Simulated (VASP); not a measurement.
A run of VASP 6.6.1 is set up as follows.

INCAR

```
SYSTEM = BN
  PREC = Accurate
  ENCUT = 520
  EDIFF = 1E-6
  ISMEAR = -1
  SIGMA = 0.03
  LREAL = .FALSE.
  LASPH = .TRUE.
  NELM = 60
  ALGO = Normal
  ISIF = 2
  LWAVE = .FALSE.
  LCHARG = .FALSE.
  GGA = PS
  NBANDS = 16
```

File KPOINTS:

```
Automatic mesh
0
G
  11 11 4
  0 0 0
```

POSCAR

```
BN
1.0
    2.5039917043      0.0125199585      0.0125199585
   -1.2411532501      2.1622604475      0.0045826229
    0.0333060000      0.0333060000      6.6612000000
B N
2 2
Direct
    0.3333333333      0.6666666667      0.2500000000
    0.6666666667      0.3333333333      0.7500000000
    0.3333333333      0.6666666667      0.7500000000
    0.6666666667      0.3333333333      0.2500000000
```

Potentials or basis: VASP PAW PBE potentials, release 64 (B, N).

Launch:

```sh
$ cat potpaw_PBE.64/B/POTCAR potpaw_PBE.64/N/POTCAR > POTCAR
$ mpirun -np 1 vasp_std > vasp.out
```

Task: Estimate the largest force.

Result: 0.132 eV/Å.

Task: Estimate the pressure.

Result: 0.8 GPa.

Task: Estimate the band gap on the k mesh.

Result: 4.19 eV (least direct gap 4.59 eV).

Forces on the atoms (eV/Å):
```
B   -0.131  0.003 -0.001
B    0.131 -0.003  0.001
N   -0.132  0.003 -0.001
N    0.132 -0.003  0.001
```

Caveat: the cell differs from its parent crystal (equal xy, yz and zx shear strains of +1 %); the PAW data sets were made with another functional, which shifts forces and pressure a little. A k mesh can miss the band edges.
